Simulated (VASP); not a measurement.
## Rb2N: single point with PBE

Rb2N:

```
Rb N
1.0
     0.00000    3.61739    3.61739
     3.61739    0.00000    3.61739
     3.61739    3.61739    0.00000
Rb N
2 1
Direct
  0.50000 0.50000 0.50000
  0.25000 0.25000 0.25000
  0.00000 0.00000 0.00000
```

* Program: VASP 6.6.1
* Task: single point
* Functional: PBE
* Potentials or basis: VASP PAW PBE potentials, release 64 (Rb_sv, N)
* Cutoff: 520 eV
* k mesh: 12 × 12 × 12
* Occupations: gaussian, width 0.1 eV
* Spin: collinear spin, ferromagnetic start
* Starting moments: [0.0, 0.0, 1.13] μB

- Pressure: 0.1 GPa
- Band gap on the k mesh: zero (filled and empty bands overlap)
- Net moment: 1.00 μB per cell
- Site moments: Rb -0.01, +0.00; N +0.69 μB
- Valence electrons inside the program's atomic spheres: Rb 7.33, 7.34; N 3.40

Levels at points of the mesh, in eV from the Fermi level:
Spin up:
```
           k point  band 10  band 11  band 12  band 13  band 14  band 15
(0.00, 0.00, 0.00)    -1.03    -1.03    -1.03     0.74     3.43     3.43
(0.50, 0.00, 0.00)    -1.46    -1.15    -1.15     3.18     3.89     4.03
(0.50, 0.50, 0.00)    -1.37    -0.93    -0.93     2.30     3.76     4.04
```
Spin down:
```tsv
k point	band 7	band 8	band 9	band 10	band 11	band 12	band 13	band 14	band 15	band 16
(0.00, 0.00, 0.00)	-11.83	-11.83	-10.58	0.11	0.11	0.11	0.68	3.40	3.40	4.83
(0.50, 0.00, 0.00)	-11.67	-11.67	-10.36	-0.63	-0.10	-0.10	3.18	4.04	4.04	4.18
(0.50, 0.50, 0.00)	-11.49	-11.49	-10.31	-0.51	0.22	0.22	2.32	3.81	4.04	5.15
```

Run time: 3.3 min on 1 thread of AMD EPYC 9R45 96-Core Processor (Zen 5) (shared host), peak memory 0.39 GiB.
